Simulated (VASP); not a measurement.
Wanted: the native input for a VASP 6.6.1 run.

```yaml
Task: single point
Functional: PBE
Potentials_or_basis: VASP PAW PBE potentials, release 64 (Mg, O)
Cutoff: 520 eV
k_mesh: 10 × 10 × 10
Occupations: fermi-dirac, width 0.05 eV
Spin: no spin polarisation
Dipole_correction: no
Further_INCAR_settings: ALGO = Normal; EDIFF = 1e-07; NBANDS = 11
```

The structure of MgO lies in POSCAR:

```
MgO
1.0
    2.9574785625      0.0000000000      0.0000000000
   -1.4787392813      2.5612515663      0.0000000000
    0.0000000000      0.0000000000      2.6974267424
Mg O
1 1
Direct
    0.0000000000      0.0000000000      0.0000000000
    0.3333333333      0.6666666667      0.5000000000
```

The input as run:

INCAR

```
ALGO = Normal
EDIFF = 1E-7
ENCUT = 520
GGA = PE
ISIF = 2
ISMEAR = -1
LASPH = True
LCHARG = False
LREAL = False
LWAVE = False
NBANDS = 11
NELM = 100
PREC = Accurate
SIGMA = 0.05
```

KPOINTS

```
k-points
0
Gamma
  10 10 10
```

Potentials or basis: VASP PAW PBE potentials, release 64 (Mg, O).

The run is started by

```sh
$ cat potpaw_PBE.64/Mg/POTCAR potpaw_PBE.64/O/POTCAR > POTCAR
$ mpirun -np 1 vasp_std > vasp.out
```

It gave:

| Item | Value |
| --- | --- |
| Pressure | -3.3 GPa |
| Band gap on the k mesh | 2.86 eV, indirect (least direct gap 3.25 eV) |

Wall time 23 s on 1 thread of Intel Xeon 8259CL, on a shared host, peak memory 0.15 GiB.
